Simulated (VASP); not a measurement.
A run of VASP 6.6.1:

File INCAR:

```
PREC = Accurate ; ENCUT = 600
EDIFF = 1E-6 ; ISMEAR = -1
SIGMA = 0.02 ; LREAL = False
LASPH = True ; NELM = 60
ALGO = Normal ; ISIF = 3
LWAVE = False ; LCHARG = False
GGA = PE ; IBRION = 2
NSW = 80 ; EDIFFG = -0.005
```

Contents of KPOINTS:

```
regular mesh
0
Gamma
  8 8 8
```

File POSCAR:

```
SnSe
1.0
    0.0000000000      2.9293597958      2.9293597958
    2.9293597958      0.0000000000      2.9293597958
    2.9293597958      2.9293597958      0.0000000000
Sn Se
1 1
Direct
    0.0000000000      0.0000000000      0.0000000000
    0.2500000000      0.2500000000      0.2500000000
```

Potentials or basis: VASP PAW PBE potentials, release 64 (Sn_d, Se).

Run with:

```bash
$ cat potpaw_PBE.64/Sn_d/POTCAR potpaw_PBE.64/Se/POTCAR > POTCAR
$ mpirun -np 1 vasp_std > vasp.out
```

Hardware: 1 thread of Intel(R) Xeon(R) Platinum 8488C (Sapphire Rapids), with other jobs on the host.

How long does it take, and how much memory?

Wall time 110 s on 1 thread of Intel(R) Xeon(R) Platinum 8488C (Sapphire Rapids), with other jobs on the host, peak memory 0.22 GiB. Counts: scf iterations 44, k points 29, ion steps 5.
